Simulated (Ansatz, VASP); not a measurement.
**HC12: VASP beside Ansatz**

Contents of INCAR:

```
  PREC = Accurate
  ENCUT = 520
  EDIFF = 1E-6
  ISMEAR = 0
  SIGMA = 0.05
  LREAL = False
  LASPH = True
  NELM = 150
  ALGO = Normal
  ISIF = 2
  LWAVE = False
  LCHARG = False
  ISPIN = 2
  MAGMOM = 0 0 0 0 0 0 0 0 0 0 0 0 1
  LORBIT = 11
  LDIPOL = True
  IDIPOL = 3
  DIPOL = 0.5 0.5 0.302
  GGA = PE
  IVDW = 12
  NBANDS = 40
```

Contents of KPOINTS:

```
Automatic mesh
0
Gamma
  6 7 1
```

The input POSCAR:

```
HC12
1.0
    4.9311586502      0.0000000000      0.0000000000
    0.0000000000      4.0098697767      0.0000000000
    0.0000000000      0.0000000000     21.6014232414
C H
12 1
Direct
    0.2500000000      0.3776970832      0.1851729840
    0.7500000000      0.3776970832      0.1851729840
    0.0000000000      0.4720802753      0.2130426460
    0.5000000000      0.4720802753      0.2130426460
    0.0000000000      0.6609562027      0.2688143161
    0.5000000000      0.6609562027      0.2688143161
    0.2500000000      0.7503681903      0.2962457608
    0.7500000000      0.7503681903      0.2962457608
    0.2500000000      0.9412921293      0.3552728042
    0.7500000000      0.9412921293      0.3552728042
    0.0000000000      0.0234303656      0.3796705036
    0.5000000000      0.0234303656      0.3796705036
    0.0000000000      0.1900970322      0.5231795662
```

Input for Ansatz:

```yaml
crystal:
  lattice:
    - [4.9311586502, 0.0, 0.0]
    - [0.0, 4.0098697767, 0.0]
    - [0.0, 0.0, 21.6014232414]
  atoms:
    - { symbol: C, position: [0.25, 0.3776970832, 0.185172984] }
    - { symbol: C, position: [0.75, 0.3776970832, 0.185172984] }
    - { symbol: C, position: [0.0, 0.4720802753, 0.213042646] }
    - { symbol: C, position: [0.5, 0.4720802753, 0.213042646] }
    - { symbol: C, position: [0.0, 0.6609562027, 0.2688143161] }
    - { symbol: C, position: [0.5, 0.6609562027, 0.2688143161] }
    - { symbol: C, position: [0.25, 0.7503681903, 0.2962457608] }
    - { symbol: C, position: [0.75, 0.7503681903, 0.2962457608] }
    - { symbol: C, position: [0.25, 0.9412921293, 0.3552728042] }
    - { symbol: C, position: [0.75, 0.9412921293, 0.3552728042] }
    - { symbol: C, position: [0.0, 0.0234303656, 0.3796705036] }
    - { symbol: C, position: [0.5, 0.0234303656, 0.3796705036] }
    - { symbol: H, position: [0.0, 0.1900970322, 0.5231795662], spin: 1.0 }
basis:
  ecutwfc: 420
kpoints:
  mp_grid: { grid: [6, 7, 1] }
hamiltonian:
  xc: pbe
  pseudopotentials: { kind: paw, azcp: { folder: soft_1 } }
  dispersion: d3bj
scf:
  occupations: { method: gaussian, width: 0.05 }
output:
  forces: true
  eigenvalues: true
  populations: true
magnetization:
  spin_polarized: true
efield:
  axis: 3
  dipole_correction: true
  ramp_width: 0.04
```

Alike in both runs: task single point; functional PBE; dispersion D3(BJ); k mesh 6 × 7 × 1; occupations gaussian, width 0.05 eV; collinear spin.

|  | VASP | Ansatz |
| --- | --- | --- |
| version | VASP 6.6.1 | Ansatz 0.2.0 |
| potentials or method | VASP PAW PBE potentials, release 64 (C, H), cutoff 520 eV | scalar-relativistic, plane waves, PAW |
| valence electrons in the cell | 49 | 49 |

```csv
,VASP,Ansatz,Ansatz less VASP
rms of the force components (eV/Å),0.945,1.065,+0.1197
net moment per atom (μB),0.01,0.08,+0.070
size of the moment on the site where the two differ most (μB),0.37,0.87,+0.496
```

Site moments also hang on the region over which each program counts them. Atom by atom the forces differ by 0.318 eV/Å (rms over components).
